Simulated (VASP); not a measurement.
# MoF (P-6m2) in VASP: a series of runs

The runs below take MoF through single point, relaxation of cell and atoms, with PBE.

Program: VASP 6.6.1. These are calculated values, not measurements. Logs are shortened: lines on timing, memory, paths and dates and some standing lists are left out, and cuts for length are marked.

## 1. The cell of the first run

The structure is hexagonal, space group P-6m2 (No. 187). Conventional cell: a = 2.665 Å, b = 2.665 Å, c = 4.038 Å, α = 90.00°, β = 90.00°, γ = 120.00°. Mo (site symmetry -6m2) has 6 F at 2.54 Å and 6 Mo at 2.66 Å within 3.3 Å. Within 3.3 Å of F (site symmetry -6m2) lie 6 Mo at 2.54 Å and 6 F at 2.66 Å.

## 2. Single point, PBE

File INCAR:

```
PREC = Accurate
ENCUT = 520
EDIFF = 1E-7
ISMEAR = 0
SIGMA = 0.1
LREAL = F
LASPH = T
NELM = 100
ALGO = Normal
ISIF = 2
LWAVE = F
LCHARG = F
GGA = PE
NBANDS = 18
```

File KPOINTS:

```
Automatic mesh
0
Gamma
  24 24 14
```

File POSCAR:

```
MoF
1.0
    2.6648156440      0.0000000000      0.0000000000
   -1.3324078220      2.3077980441      0.0000000000
    0.0000000000      0.0000000000      4.0381269831
Mo F
1 1
Direct
    0.6666666667      0.3333333333      0.5000000000
    0.0000000000      0.0000000000      0.0000000000
```

Potentials or basis: VASP PAW PBE potentials, release 64 (Mo_sv, F).

On the command line:

```bash
> cat potpaw_PBE.64/Mo_sv/POTCAR potpaw_PBE.64/F/POTCAR > POTCAR
> mpirun -np 1 vasp_std > vasp.out
```

OUTCAR:

```text
PREC = Accurate
   ENCUT = 520
   EDIFF = 1E-7
   ISMEAR = 0
   LREAL = F
   LASPH = T
   NELM = 100
   ISIF = 2
   GGA = PE

 ion  position               nearest neighbor table
   1  0.667  0.333  0.500-   2 2.54   2 2.54   2 2.54   2 2.54   2 2.54   2 2.54
   2  0.000  0.000  0.000-   1 2.54   1 2.54   1 2.54   1 2.54   1 2.54   1 2.54

  LATTYP: Found a hexagonal cell.
 ALAT       =     2.6648156440
 C/A-ratio  =     1.5153494735

  Lattice vectors:

 A1 = (   2.6648156440,   0.0000000000,   0.0000000000)
 A2 = (  -1.3324078220,   2.3077980441,   0.0000000000)
 A3 = (   0.0000000000,   0.0000000000,   4.0381269831)

Analysis of symmetry for initial positions (statically):
=====================================================================
 Subroutine PRICEL returns:
 Original cell was already a primitive cell.

 Routine SETGRP: Setting up the symmetry group for a
 hexagonal supercell.

 Subroutine GETGRP returns: Found 12 space group operations
 (whereof 12 operations were pure point group operations)
 out of a pool of 24 trial point group operations.

The static configuration has the point symmetry D_3h.

Analysis of symmetry for dynamics (positions and initial velocities):
=====================================================================
 Subroutine PRICEL returns:
 Original cell was already a primitive cell.

 Routine SETGRP: Setting up the symmetry group for a
 hexagonal supercell.

 Subroutine GETGRP returns: Found 12 space group operations
 (whereof 12 operations were pure point group operations)
 out of a pool of 24 trial point group operations.

The dynamic configuration has the point symmetry D_3h.

 Subroutine INISYM returns: Found 12 space group operations
 (whereof 12 operations are pure point group operations),
 and found     1 'primitive' translations

----------------------------------------------------------------------------------------

                                     Primitive cell

  volume of cell :      24.8339

  direct lattice vectors                    reciprocal lattice vectors
     2.664815644  0.000000000  0.000000000     0.375260481  0.216656740  0.000000000
    -1.332407822  2.307798044  0.000000000     0.000000000  0.433313479  0.000000000
     0.000000000  0.000000000  4.038126983     0.000000000  0.000000000  0.247639563

  length of vectors
[... 74 lines left out ...]
   ISTART =      0    job   : 0-new  1-cont  2-samecut
   ICHARG =      2    charge: 1-file 2-atom 10-const
   ISPIN  =      1    spin polarized calculation?
   LNONCOLLINEAR =      F non collinear calculations
   LSORBIT =      F    spin-orbit coupling
   LASPH  =      T    aspherical Exc in radial PAW
   ENCUT  =  520.0 eV  38.22 Ry    6.18 a.u.   4.95  4.95  7.51*2*pi/ulx,y,z
   NELM   =    100;   NELMIN=  2; NELMDL= -5     # of ELM steps
   EDIFF  = 0.1E-06   stopping-criterion for ELM
   LREAL  =      F    real-space projection
   EDIFFG = 0.1E-05   stopping-criterion for IOM
   NSW    =      0    number of steps for IOM
   IBRION =     -1    ionic relax: 0-MD 1-quasi-New 2-CG
   NFREE  =      0    steps in history (QN), initial steepest desc. (CG)
   ISIF   =      2    stress and relaxation
   ISYM   =      2    0-nonsym 1-usesym 2-fastsym
   POTIM  = 0.5000    time-step for ionic-motion
   TEBEG  =    0.0;   TEEND  =   0.0 temperature during run
   PSTRESS=    0.0 pullay stress
   NELECT =      21.0000    total number of electrons
   NUPDOWN=      -1.0000    fix difference up-down
   EMIN   =  10.00;   EMAX   =-10.00  energy-range for DOS
   EFERMI =   0.00;   METHOD = LEGACY
   ISMEAR =     0;   SIGMA  =   0.10  broadening in eV -4-tet -1-fermi 0-gaus
   EFERMI_NEDOS =   21; number of points for ismear=-14 and -15
   IALGO  =     38    algorithm
   IMIX   =      4    mixing-type and parameters
     AMIX     =   0.40;   BMIX     =  1.00
     AMIX_MAG =   1.60;   BMIX_MAG =  1.00
  volume/ion in A,a.u.               =      12.42        83.79
  Fermi-wavevector in a.u.,A,eV,Ry     =   1.548102  2.925489 32.607999  2.396620
  Thomas-Fermi vector in A             =   2.653101
   LORBIT       =      0    0 simple, 1 ext, 2 COOP (PROOUT), +10 PAW based schemes
   GGA     = PE    functional components
   LHFCALC =     F    Hartree Fock is set to
   AEXX    =    0.0000 exact exchange contribution
   IVDW    =     0    specifies the selected vdW correction
   LEPSILON=     F    determine dielectric tensor
   LRPA    =     F    only Hartree local field effects (RPA)
 non-spin polarized calculation
 Gauss-broadening in eV      SIGMA  =   0.10
  energy-cutoff  :      520.00
  volume of cell :       24.83
 maximum number of plane-waves:       691
 NGX is ok and might be reduce to    20
   NGX =  9   NGY =  9   NGZ = 15

 number of electron      21.0000006 magnetization

 Free energy of the ion-electron system (eV)
  ---------------------------------------------------
  ext. energy  EPLUGINS =         0.00000000
  ---------------------------------------------------
  free energy    TOTEN  =       -13.53458054 eV

  energy without entropy =      -13.52713801  energy(sigma->0) =      -13.53085927

 E-fermi :   9.1973     XC(G=0): -12.2542

 val. band max:        9.1964110486   @ k =   0.1250   0.0417   0.3571
 cond. band min:       9.2043296722   @ k =   0.2917   0.1250   0.2143
 fundamental gap:      0.0079186236
 Fermi energy:         9.1973423111

 k-point     1 :       0.0000    0.0000    0.0000
  band No.  band energies     occupation
      1     -52.2593      2.00000
      2     -26.5674      2.00000
      3     -25.2996      2.00000
      4     -25.2996      2.00000
      5     -15.8101      2.00000
      6       2.1523      2.00000
[... 481 lines left out ...]
      5     -15.0663      2.00000
      6       1.3471      2.00000
[... 10 lines left out ...]
     17      23.6190      0.00000
     18      26.9431      0.00000

 [... further k-points ...]
[... 5 lines left out ...]
  --------------------------------------------------------------------------------------
  -------------------------------------------------------------------------------------
  Total        0.0219707      0.0219707      0.0019707      0.0000000     -0.0000000      0.0000000
  in kB        1.4174584      1.4174584      0.1271400      0.0000000     -0.0000000      0.0000000
  external PRESSURE =       0.9873523 kB  Pullay stress =       0.0000000 kB

 VOLUME and BASIS-vectors are now :
 -----------------------------------------------------------------------------
  energy-cutoff  :      520.00
  volume of cell :       24.83
      direct lattice vectors                 reciprocal lattice vectors
     2.664815644  0.000000000  0.000000000     0.375260481  0.216656740  0.000000000
    -1.332407822  2.307798044  0.000000000     0.000000000  0.433313479  0.000000000
     0.000000000  0.000000000  4.038126983     0.000000000  0.000000000  0.247639563

 POSITION                                       TOTAL-FORCE (eV/Angst)
 -----------------------------------------------------------------------------------
      1.33241      0.76927      2.01906        -0.000000      0.000000      0.000000
      0.00000      0.00000      0.00000         0.000000     -0.000000      0.000000
 -----------------------------------------------------------------------------------
    total drift:                               -0.000000      0.000000      0.000000

  FREE ENERGIE OF THE ION-ELECTRON SYSTEM (eV)
  ---------------------------------------------------
  free  energy   TOTEN  =       -13.5345805367 eV

  energy  without entropy=      -13.5271380064  energy(sigma->0) =      -13.53085927
```

stdout:

```text
POSCAR found type information on POSCAR MoF
 POSCAR found :  2 types and       2 ions
 scaLAPACK will be used
 LDA part: xc-table for (Slater+PW92), standard interpolation
 POSCAR, INCAR and KPOINTS ok, starting setup
 FFT: planning ... GRIDC
 FFT: planning ... GRID_SOFT
 FFT: planning ... GRID
 WAVECAR not read
 entering main loop
```

Wall time 2.6 min (1 thread of Intel Xeon Platinum 8259CL at 2.50GHz (Skylake/Cascade Lake), shared host); peak memory 0.3 GiB.

Results:

| Item | Value |
| --- | --- |
| Free energy | -13.5346 eV |
| Pressure | 0.1 GPa |

Stress tensor (GPa, compression positive):
```
0.14 0.00 0.00
0.00 0.14 0.00
0.00 0.00 0.01
```

Caveat: an odd number of electrons without spin polarisation forces a metal; a magnetic or distorted state may lie lower.

## 3. Relaxation of cell and atoms, PBE

This run uses another cell than the first one, of 12.37 Å³/atom, 0.996 times its volume.

File INCAR:

```
SYSTEM = MoF
ALGO     = Normal         ! electronic algorithm
EDIFF    = 1E-6           ! SCF threshold, eV
EDIFFG   = -0.01          ! ionic threshold
ENCUT    = 600            ! plane-wave cutoff, eV
GGA      = PE             ! functional
IBRION   = 2              ! ionic algorithm
ISIF     = 3              ! what is computed and relaxed
ISMEAR   = 0              ! smearing method
LASPH    = .True.         ! aspherical terms in the spheres
LCHARG   = .False.        ! write CHGCAR
LREAL    = .False.        ! projectors in reciprocal space
LWAVE    = .False.        ! write WAVECAR
NELM     = 100            ! most SCF steps
NSW      = 100            ! ionic steps
PREC     = Accurate       ! precision mode
SIGMA    = 0.1            ! smearing width, eV
```

File KPOINTS:

```
k-points
0
Gamma
  24 24 14
  0 0 0
```

File POSCAR:

```
MoF
1.0
    2.6549495996      0.0000000000      0.0000000000
   -1.3274747998      2.2992537990      0.0000000000
    0.0000000000      0.0000000000      4.0524695959
Mo F
1 1
Direct
    0.6666666667      0.3333333333      0.5000000000
    0.0000000000      0.0000000000      0.0000000000
```

Potentials or basis: VASP PAW PBE potentials, release 64 (Mo_sv, F).

On the command line:

```bash
> cat potpaw_PBE.64/Mo_sv/POTCAR potpaw_PBE.64/F/POTCAR > POTCAR
> mpirun -np 1 vasp_std > vasp.out
```

OUTCAR:

```text
SYSTEM = MoF
   EDIFF = 1E-6
   EDIFFG = -0.01
   ENCUT = 600
   GGA = PE
   IBRION = 2
   ISIF = 3
   ISMEAR = 0
   LASPH = .True.
   LREAL = .False.
   NELM = 100
   NSW = 100
   PREC = Accurate

 ion  position               nearest neighbor table
   1  0.667  0.333  0.500-   2 2.54   2 2.54   2 2.54   2 2.54   2 2.54   2 2.54
   2  0.000  0.000  0.000-   1 2.54   1 2.54   1 2.54   1 2.54   1 2.54   1 2.54

  LATTYP: Found a hexagonal cell.
 ALAT       =     2.6549495996
 C/A-ratio  =     1.5263828724

  Lattice vectors:

 A1 = (   2.6549495996,   0.0000000000,   0.0000000000)
 A2 = (  -1.3274747998,   2.2992537990,   0.0000000000)
 A3 = (   0.0000000000,   0.0000000000,   4.0524695959)

Analysis of symmetry for initial positions (statically):
=====================================================================
 Subroutine PRICEL returns:
 Original cell was already a primitive cell.

 Routine SETGRP: Setting up the symmetry group for a
 hexagonal supercell.

 Subroutine GETGRP returns: Found 12 space group operations
 (whereof 12 operations were pure point group operations)
 out of a pool of 24 trial point group operations.

The static configuration has the point symmetry D_3h.

Analysis of symmetry for dynamics (positions and initial velocities):
=====================================================================
 Subroutine PRICEL returns:
 Original cell was already a primitive cell.

 Routine SETGRP: Setting up the symmetry group for a
 hexagonal supercell.

 Subroutine GETGRP returns: Found 12 space group operations
 (whereof 12 operations were pure point group operations)
 out of a pool of 24 trial point group operations.

The dynamic configuration has the point symmetry D_3h.

 Subroutine INISYM returns: Found 12 space group operations
 (whereof 12 operations are pure point group operations),
 and found     1 'primitive' translations

[... 130 lines left out ...]
 maximum number of plane-waves:       844
 NGX is ok and might be reduce to    24
   NGX = 11   NGY = 11   NGZ = 17

--------------------------------------- Ionic step        1  -------------------------------------------

 number of electron      21.0000003 magnetization

 Free energy of the ion-electron system (eV)
  ---------------------------------------------------
  ext. energy  EPLUGINS =         0.00000000
  ---------------------------------------------------
  free energy    TOTEN  =       -13.53427751 eV

  energy without entropy =      -13.52686391  energy(sigma->0) =      -13.53057071

------------------------ aborting loop because EDIFF is reached ----------------------------------------

  FORCE on cell =-STRESS in cart. coord.  units (eV):
  Direction    XX          YY          ZZ          XY          YZ          ZX
  --------------------------------------------------------------------------------------
  -------------------------------------------------------------------------------------
  Total        0.2810427      0.2810427     -0.1754057      0.0000000      0.0000000      0.0000000
  in kB       18.2020371     18.2020371    -11.3603388      0.0000000      0.0000000      0.0000000
  external PRESSURE =       8.3479118 kB  Pullay stress =       0.0000000 kB
[... 131 lines left out ...]
--------------------------------------- Ionic step        5  -------------------------------------------

 number of electron      21.0000001 magnetization

 Free energy of the ion-electron system (eV)
  ---------------------------------------------------
  ext. energy  EPLUGINS =         0.00000000
  ---------------------------------------------------
  free energy    TOTEN  =       -13.53566852 eV

  energy without entropy =      -13.52822524  energy(sigma->0) =      -13.53194688

 E-fermi :   9.1999     XC(G=0): -12.2545

 val. band max:        9.1986210929   @ k =   0.1250   0.0417   0.3571
 cond. band min:       9.2066824990   @ k =   0.2917   0.1250   0.2143
 fundamental gap:      0.0080614061
 Fermi energy:         9.1998934300

 k-point     1 :       0.0000    0.0000    0.0000
  band No.  band energies     occupation
      1     -52.2566      2.00000
      2     -26.5653      2.00000
      3     -25.2981      2.00000
      4     -25.2981      2.00000
      5     -15.8133      2.00000
      6       2.1505      2.00000
      7       4.0354      2.00000
      8       4.6079      2.00000
      9       4.6079      2.00000
     10       8.4704      2.00000
     11       8.4704      2.00000
     12       8.9514      1.99956
     13      11.4536      0.00000
     14      11.4536      0.00000
[... 377 lines left out ...]
      1     -51.9639      2.00000
      2     -26.9575      2.00000
      3     -26.2937      2.00000
      4     -25.7034      2.00000
      5     -15.0697      2.00000
      6       1.3445      2.00000
      7       1.7964      2.00000
      8       4.1038      2.00000
      9       4.6295      2.00000
     10       8.2645      2.00000
     11      10.2954      0.00000
     12      10.9353      0.00000
     13      13.0674      0.00000
     14      14.8560      0.00000

 [... further k-points ...]
[... 5 lines left out ...]
  --------------------------------------------------------------------------------------
  -------------------------------------------------------------------------------------
  Total       -0.0012567     -0.0012567     -0.0015429      0.0000000      0.0000000      0.0000000
  in kB       -0.0810839     -0.0810839     -0.0995510      0.0000000      0.0000000      0.0000000
  external PRESSURE =      -0.0872396 kB  Pullay stress =       0.0000000 kB
[... 17 lines left out ...]
  FREE ENERGIE OF THE ION-ELECTRON SYSTEM (eV)
  ---------------------------------------------------
  free  energy   TOTEN  =       -13.5356685156 eV

  energy  without entropy=      -13.5282252370  energy(sigma->0) =      -13.53194688

 reached required accuracy - stopping structural energy minimisation
```

Wall time 7.4 min (1 thread of Intel Xeon Platinum 8259CL at 2.50GHz (Skylake/Cascade Lake), shared host); peak memory 0.34 GiB.

Results:

* Free energy: -13.5357 eV
* Relaxed volume: 12.42 Å³/atom
* Relaxed cell: a = 2.665 Å, b = 2.665 Å, c = 4.037 Å, α = 90.00°, β = 90.00°, γ = 120.00°
* Space group after relaxing (to 0.05 Å): P-6m2 (No. 187)
* Energy gained by relaxing: 0.7 meV/atom
* Ionic steps: 5
* Pressure after relaxing: 0.0 GPa

Step by step:
| step | energy change (eV) | largest force (eV/Å) | pressure (GPa) | volume (Å³) |
| --- | --- | --- | --- | --- |
| 1 | 0.0000 | 0.0000 | 0.83 | 24.74 |
| 2 | -0.0007 | 0.0000 | -0.98 | 24.97 |
| 3 | -0.0013 | 0.0000 | -0.29 | 24.87 |
| 4 | -0.0014 | 0.0000 | 0.12 | 24.81 |
| 5 | -0.0014 | 0.0000 | -0.01 | 24.83 |

Final structure:
```
Mo F
1.0
     2.66504    0.00000    0.00000
    -1.33252    2.30799    0.00000
     0.00000    0.00000    4.03701
Mo F
1 1
Cartesian
  1.3325 0.7693 2.0185
  0.0000 0.0000 0.0000
```

Caveat: an odd number of electrons without spin polarisation forces a metal; a magnetic or distorted state may lie lower.

## 4. Single point, PBE, collinear spin, ferromagnetic start

This run uses another cell than the first one, of 12.11 Å³/atom, 0.975 times its volume.

File INCAR:

```
PREC = Accurate
ENCUT = 520
EDIFF = 1E-6
ISMEAR = 0
SIGMA = 0.1
LREAL = False
LASPH = True
NELM = 150
ALGO = Normal
ISIF = 2
LWAVE = False
LCHARG = False
ISPIN = 2
MAGMOM = 1 0
LORBIT = 11
LMAXMIX = 4
GGA = PE
NBANDS = 22
```

File KPOINTS:

```
regular mesh
0
Gamma
  6 6 6
```

File POSCAR:

```
MoF
1.0
    3.0735204900      0.0000000000      0.0000000000
   -1.5367602400      2.6617468200      0.0000000000
    0.0000000000      0.0000000000      2.9607416000
Mo F
1 1
Direct
    0.6666666700      0.3333333300      0.5000000000
    0.0000000000      0.0000000000      0.0000000000
```

On the command line:

```bash
> cat potpaw_PBE.64/Mo_sv/POTCAR potpaw_PBE.64/F/POTCAR > POTCAR
> mpirun -np 1 vasp_std > vasp.out
```

Wall time 26 s (1 thread of Intel Xeon Platinum 8259CL at 2.50GHz (Skylake/Cascade Lake), shared host); peak memory 0.16 GiB.

Results (log left out):

```
Free energy                                           : -11.9001 eV
Pressure                                              : 15.6 GPa
Net moment                                            : 0.00 μB per cell
Valence electrons inside the program's atomic spheres : Mo 12.25; F 6.07
```

Stress tensor (GPa, compression positive):
```
11.46  0.00  0.00
 0.00 11.46  0.00
 0.00  0.00 23.82
```

Levels at points of the mesh, in eV from the Fermi level:
Spin up:
```tsv
k point	band 8	band 9	band 10	band 11	band 12	band 13
(0.00, 0.00, 0.00)	-8.16	-4.08	-2.36	-0.13	-0.13	1.25
(0.50, 0.00, 0.00)	-8.21	-3.54	-0.60	0.76	1.02	2.01
(0.00, 0.00, 0.50)	-8.26	-1.12	-1.12	-1.12	0.30	0.30
(0.50, 0.00, 0.50)	-8.95	-1.95	-0.88	1.33	2.04	2.51
```
Spin down:
```
           k point  band 8  band 9  band 10  band 11  band 12  band 13
(0.00, 0.00, 0.00)   -8.16   -4.08    -2.35    -0.13    -0.13     1.25
(0.50, 0.00, 0.00)   -8.21   -3.54    -0.60     0.76     1.02     2.01
(0.00, 0.00, 0.50)   -8.25   -1.12    -1.12    -1.12     0.30     0.30
(0.50, 0.00, 0.50)   -8.95   -1.95    -0.88     1.33     2.04     2.51
```

Caveat: the k points lie up to 0.39 Å⁻¹ apart.

## 5. Summary

| task | spin | cell | k mesh | cutoff (eV) | gap on the mesh (eV) | pressure (GPa) |
| --- | --- | --- | --- | --- | --- | --- |
| single point | off | a = 2.665, b = 2.665, c = 4.038 Å, angles 90.0, 90.0, 120.0°, 2 atoms | 24 × 24 × 14 | 520 | none | 0.1 |
| relaxation of cell and atoms | off | relaxed from a = 2.655, b = 2.655, c = 4.052 Å, angles 90.0, 90.0, 120.0°, 2 atoms | 24 × 24 × 14 | 600 | none | 0.0 |
| single point | collinear, ferromagnetic start | a = 3.074, b = 3.074, c = 2.961 Å, angles 90.0, 90.0, 120.0°, 2 atoms | 6 × 6 × 6 | 520 | none | 15.6 |

Alike in all rows: level PBE; potentials or basis VASP PAW PBE potentials, release 64 (Mo_sv, F); smearing gaussian 0.1 eV.

Caveats: some runs use coarse meshes; an odd number of electrons without spin polarisation forces a metal (some runs); a magnetic or distorted state may lie lower (some runs).

Total energies depend on the potentials used, so only differences within one code and one set of settings carry meaning.
